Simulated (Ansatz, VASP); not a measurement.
# Two plane-wave programs on CdTe

```
CELL_PARAMETERS angstrom
0.00000 3.24469 3.24469
3.24469 0.00000 3.24469
3.24469 3.24469 0.00000
ATOMIC_POSITIONS crystal
Cd 0.00000 0.00000 0.00000
Te 0.75000 0.75000 0.75000
```

Alike in both runs: functional PBEsol; k mesh 14 × 14 × 14; occupations fermi-dirac, width 0.1 eV; no spin polarisation.

Ansatz relaxed the structure, and its values are those at the end. VASP's run is a single point on that final structure, the one shown.

|  | VASP | Ansatz |
| --- | --- | --- |
| version | VASP 6.6.1 | Ansatz 0.2.0 |
| potentials or method | VASP PAW PBE potentials, release 64 (Cd, Te) | PAW with Ansatz's default frozen-core files, scalar-relativistic |
| plane-wave cutoff (eV) | 520 | 420 |
| valence electrons in the cell | 18 | 36 |

```csv
,VASP,Ansatz,Ansatz less VASP
pressure (GPa),0.2,0.0,-0.16
```

VASP's potentials were made for PBE, not for PBEsol. With one functional, cell and mesh, what is left measures potentials, basis and numerics. VASP's potentials hold 18 valence electrons a cell and Ansatz's 36, so a difference there can come from the potentials and not from the codes.

Neither program's run includes spin-orbit coupling.
